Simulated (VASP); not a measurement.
Here is a VASP 6.6.1 calculation.

Contents of INCAR:

```
  ALGO = Normal
  EDIFF = 1E-6
  ENCUT = 520
  GGA = PE
  ISIF = 2
  ISMEAR = 0
  LASPH = True
  LCHARG = True
  LELF = True
  LREAL = False
  LVHAR = True
  LWAVE = False
  NBANDS = 16
  NELM = 100
  PREC = Accurate
  SIGMA = 0.15
```

KPOINTS

```
k-points
0
Gamma
  14 14 14
```

POSCAR

```
InSb
1.0
    0.0000000000      3.2580886946      2.8856891568
    3.2580886946      0.0000000000      2.8856891568
    3.2580886946      3.2580886946      0.0000000000
In Sb
1 1
Direct
    0.0000000000      0.0000000000      0.0000000000
    0.5000000000      0.5000000000      0.5000000000
```

Potentials or basis: VASP PAW PBE potentials, release 64 (In_d, Sb).

Launch:

```console
$ cat potpaw_PBE.64/In_d/POTCAR potpaw_PBE.64/Sb/POTCAR > POTCAR
$ mpirun -np 1 vasp_std > vasp.out
```

Question: What does it give for the band gap on the k mesh?

Answer: Zero (band 9 reaches 6.49 eV, above the bottom of band 10 at 3.73 eV).

Question: Predict the pressure.

Answer: -0.7 GPa.

Stress tensor (GPa, compression positive):
```
-4.00  0.00  0.00
 0.00 -4.00  0.00
 0.00  0.00  5.91
```

Caveat: spin-orbit coupling is left out, which moves the levels of the heavy elements.
